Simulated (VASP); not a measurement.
# LiSi16 (a cell with a defect) in VASP: further runs, part 2 of 2

VASP 6.6.1.

## Step 3: Single point, PBE, collinear spin, zero start

INCAR reads:

```
PREC = Accurate ; ENCUT = 520
EDIFF = 1E-6 ; ISMEAR = 0
SIGMA = 0.05 ; LREAL = Auto
LASPH = True ; NELM = 150
ALGO = Normal ; ISIF = 2
LWAVE = False ; LCHARG = True
ISPIN = 2 ; MAGMOM = 0 0 0 0 0 0 0 0 0 0 0 0 0 0 0 0 0
LORBIT = 11 ; GGA = PE
LELF = True ; LVHAR = True
NBANDS = 52
```

KPOINTS reads:

```
regular mesh
0
Gamma
  2 2 2
```

POSCAR reads:

```
LiSi16
1.0
    0.0000000000      5.4300000000      5.4300000000
    5.4300000000      0.0000000000      5.4300000000
    5.4300000000      5.4300000000      0.0000000000
Si Li
16 1
Direct
   -0.0009838858      0.0006825967      0.0007196133
    0.1215360958      0.1228410681      0.1228705341
   -0.0023954880     -0.0010459484      0.5022371087
    0.1213585635      0.1228948435      0.6338817680
   -0.0023946593      0.5022064457     -0.0010186004
    0.1213625230      0.6338459484      0.1229251381
   -0.0024922652      0.5022313076      0.5022637201
    0.1275406077      0.6244641805      0.6244921731
    0.5008260589     -0.0010943831     -0.0010684162
    0.6321815838      0.1228674033      0.1228950276
    0.5006898711     -0.0010373849      0.5022434622
    0.6231127993      0.1288474217      0.6244360037
    0.5006940147      0.5022140884     -0.0010116943
    0.6231139042      0.6244094843      0.1288730203
    0.4992220994      0.5005285451      0.5005541436
    0.6230197974      0.6244704420      0.6244969613
    0.2489355433      0.2507403315      0.2507817680
```

Potentials or basis: VASP PAW PBE potentials, release 64 (Si, Li_sv).

Launch:

```console
$ cat potpaw_PBE.64/Si/POTCAR potpaw_PBE.64/Li_sv/POTCAR > POTCAR
$ mpirun -np 1 vasp_std > vasp.out
```

Wall time 6.9 min (1 thread of Intel Xeon Platinum 8488C (Sapphire Rapids), shared host); peak memory 0.69 GiB.

It converged, with:

* Free energy: -86.8674 eV
* Largest force: 0.026 eV/Å
* Net moment: 0.00 μB per cell
* Valence electrons inside the program's atomic spheres: Si 1.71, 1.69, 1.70; Li 2.12

Forces in eV/Å, atoms in the order of the input:
```
Si  -0.002  0.000  0.000
Si  -0.003 -0.004 -0.004
Si   0.000 -0.001 -0.002
Si   0.004  0.006 -0.006
Si   0.000 -0.002 -0.001
Si   0.003 -0.005  0.006
Si   0.005  0.000 -0.001
Si   0.014 -0.015 -0.015
Si  -0.004  0.000  0.000
Si  -0.003  0.004  0.004
Si   0.000  0.003  0.001
Si  -0.011  0.014 -0.014
Si   0.000  0.001  0.003
Si  -0.011 -0.014  0.014
Si  -0.001  0.000  0.000
Si   0.014  0.015  0.014
Li  -0.004  0.000  0.000
```

Levels at points of the mesh, in eV from the Fermi level:
Spin up:
```tsv
k point	band 30	band 31	band 32	band 33	band 34	band 35	band 36	band 37
(0.00, 0.00, 0.00)	-1.79	-0.67	-0.67	-0.67	-0.07	-0.07	-0.07	0.00
(0.50, 0.00, 0.00)	-1.48	-1.48	-1.40	-1.40	0.51	0.70	0.70	0.88
(0.00, 0.50, 0.00)	-1.48	-1.48	-1.40	-1.40	0.51	0.70	0.70	0.88
(0.00, 0.00, 0.50)	-1.48	-1.48	-1.40	-1.40	0.51	0.70	0.70	0.88
(0.50, 0.50, 0.50)	-1.48	-1.48	-1.40	-1.40	0.51	0.70	0.70	0.88
(0.50, 0.50, 0.00)	-2.05	-2.05	-1.97	-1.94	0.38	0.43	1.49	1.63
(0.00, 0.50, 0.50)	-2.05	-2.05	-1.97	-1.94	0.38	0.43	1.49	1.63
(0.50, 0.00, 0.50)	-2.05	-2.05	-1.97	-1.94	0.38	0.43	1.49	1.63
```
Spin down:
```tsv
k point	band 30	band 31	band 32	band 33	band 34	band 35	band 36	band 37
(0.00, 0.00, 0.00)	-1.79	-0.67	-0.67	-0.67	-0.07	-0.07	-0.07	0.00
(0.50, 0.00, 0.00)	-1.48	-1.48	-1.40	-1.40	0.51	0.70	0.70	0.88
(0.00, 0.50, 0.00)	-1.48	-1.48	-1.40	-1.40	0.51	0.70	0.70	0.88
(0.00, 0.00, 0.50)	-1.48	-1.48	-1.40	-1.40	0.51	0.70	0.70	0.88
(0.50, 0.50, 0.50)	-1.48	-1.48	-1.40	-1.40	0.51	0.70	0.70	0.88
(0.50, 0.50, 0.00)	-2.05	-2.05	-1.97	-1.94	0.38	0.43	1.49	1.63
(0.00, 0.50, 0.50)	-2.05	-2.05	-1.97	-1.94	0.38	0.43	1.49	1.63
(0.50, 0.00, 0.50)	-2.05	-2.05	-1.97	-1.94	0.38	0.43	1.49	1.63
```

Caveat: the k points lie up to 0.50 Å⁻¹ apart.

## Step 4: Single point, PBE, collinear spin, zero start

INCAR is that of step 3.

KPOINTS is that of step 3.

POSCAR reads:

```
LiSi16
1.0
    0.0000000000      5.4300000000      5.4300000000
    5.4300000000      0.0000000000      5.4300000000
    5.4300000000      5.4300000000      0.0000000000
Si Li
16 1
Direct
    0.0010830571     -0.0036414365      0.0012163904
    0.1233616943      0.1262416206      0.1235257827
   -0.0081552486      0.0022815838      0.5028697974
    0.1233508287      0.1262379374      0.6267443831
    0.0011097606      0.5007068140      0.0012464088
    0.1249980663      0.6246564457      0.1251164825
    0.0011044199      0.5007038674      0.4968235727
    0.1234108656      0.6229099448      0.6267784530
    0.5027104052      0.0022693370     -0.0079671271
    0.6266105893      0.1262337937      0.1235019337
    0.5026961326      0.0022572744      0.5028390424
    0.6250058011      0.1244207182      0.6251976980
    0.4967041436      0.5007006446      0.0012339779
    0.6266423573      0.6228992634      0.1235648250
    0.5027647330      0.4912733886      0.5029124309
    0.6266369245      0.6228895948      0.6267658379
    0.3750047882     -0.1256204420      0.3752112339
```

Launch:

```console
$ cat potpaw_PBE.64/Si/POTCAR potpaw_PBE.64/Li_sv/POTCAR > POTCAR
$ mpirun -np 1 vasp_std > vasp.out
```

It took 6.7 min on 1 thread of Intel Xeon Platinum 8488C (Sapphire Rapids), shared host; peak memory 0.71 GiB.

Results (log left out):

```yaml
Free_energy: -86.8673 eV
Largest_force: 0.023 eV/Å
Net_moment: 0.00 μB per cell
Valence_electrons_inside_the_program's_atomic_spheres: Si 1.70, 1.69, 1.71; Li 2.12
```

Forces on the atoms (eV/Å):
```
Si   0.013 -0.013  0.013
Si   0.000  0.000  0.000
Si   0.004 -0.004 -0.006
Si   0.000  0.001  0.000
Si  -0.013 -0.013 -0.013
Si   0.000  0.000  0.001
Si   0.013  0.013 -0.013
Si   0.001 -0.001 -0.001
Si  -0.005 -0.004  0.003
Si   0.000  0.000 -0.001
Si   0.004  0.005  0.003
Si   0.003 -0.001  0.004
Si  -0.013  0.013  0.013
Si  -0.001 -0.001  0.000
Si  -0.005  0.005 -0.006
Si   0.001  0.001  0.000
Li   0.000 -0.001  0.001
```

Levels at points of the mesh, in eV from the Fermi level:
Spin up:
```csv
k point,band 30,band 31,band 32,band 33,band 34,band 35,band 36,band 37
"(0.00, 0.00, 0.00)",-1.79,-0.67,-0.67,-0.67,-0.07,-0.07,-0.07,0.00
"(0.50, 0.00, 0.00)",-1.48,-1.48,-1.40,-1.40,0.51,0.70,0.70,0.88
"(0.00, 0.50, 0.00)",-1.48,-1.48,-1.40,-1.40,0.51,0.70,0.70,0.88
"(0.00, 0.00, 0.50)",-1.48,-1.48,-1.40,-1.40,0.51,0.70,0.70,0.88
"(0.50, 0.50, 0.50)",-1.48,-1.48,-1.40,-1.40,0.51,0.70,0.70,0.88
"(0.50, 0.50, 0.00)",-2.05,-2.05,-1.97,-1.94,0.38,0.43,1.49,1.63
"(0.00, 0.50, 0.50)",-2.05,-2.05,-1.97,-1.94,0.38,0.43,1.49,1.63
"(0.50, 0.00, 0.50)",-2.05,-2.05,-1.97,-1.94,0.38,0.43,1.49,1.63
```
Spin down:
| k point | band 31 | band 32 | band 33 | band 34 | band 35 | band 36 |
| --- | --- | --- | --- | --- | --- | --- |
| (0.00, 0.00, 0.00) | -0.67 | -0.67 | -0.67 | -0.07 | -0.07 | -0.07 |
| (0.50, 0.00, 0.00) | -1.48 | -1.40 | -1.40 | 0.51 | 0.70 | 0.70 |
| (0.00, 0.50, 0.00) | -1.48 | -1.40 | -1.40 | 0.51 | 0.70 | 0.70 |
| (0.00, 0.00, 0.50) | -1.48 | -1.40 | -1.40 | 0.51 | 0.70 | 0.70 |
| (0.50, 0.50, 0.50) | -1.48 | -1.40 | -1.40 | 0.51 | 0.70 | 0.70 |
| (0.50, 0.50, 0.00) | -2.05 | -1.97 | -1.94 | 0.38 | 0.43 | 1.49 |
| (0.00, 0.50, 0.50) | -2.05 | -1.97 | -1.94 | 0.38 | 0.43 | 1.49 |
| (0.50, 0.00, 0.50) | -2.05 | -1.97 | -1.94 | 0.38 | 0.43 | 1.49 |

Caveat: the k points lie up to 0.50 Å⁻¹ apart.
